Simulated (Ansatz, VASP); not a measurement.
## One calculation of In2GeS2, two programs

```
In Ge S
1.0
     4.28349    0.00000    0.00000
    -2.14175    3.70961    0.00000
     0.00000    0.00000    8.70695
In Ge S
2 1 2
Direct
  0.66667 0.33333 0.19446
  0.66667 0.33333 0.80554
  0.00000 0.00000 0.50000
  0.00000 0.00000 0.00000
  0.33333 0.66667 0.50000
```

Change from the starting cell: species swapped into the Eu2ZnSb2 type (P-6m2, No. 187).

Alike in both runs: functional PBE; k mesh 6 × 6 × 2; occupations gaussian, width 0.1 eV; no spin polarisation.

Ansatz relaxed the structure, and its values are those at the end. VASP's run is a single point on that final structure, the one shown.

|  | VASP | Ansatz |
| --- | --- | --- |
| version | VASP 6.6.1 | Ansatz 0.2.0 |
| potentials or method | VASP PAW PBE potentials, release 64 (In_d, Ge_d, S), cutoff 520 eV | scalar-relativistic, plane waves, PAW |
| valence electrons in the cell | 52 | 52 |

```tsv
	VASP	Ansatz	Ansatz less VASP
gap on the k mesh at the Fermi level (eV)	none	none	-
pressure (GPa)	-0.1	-0.1	+0.03
rms of the force components (eV/Å)	0.005	0.007	+0.0016
```

A gap of «none» marks a metal or a gap that the smearing closes. With one functional, cell and mesh, what is left measures potentials, basis and numerics.

The k mesh is coarse, so the values compare programs but aren't converged.
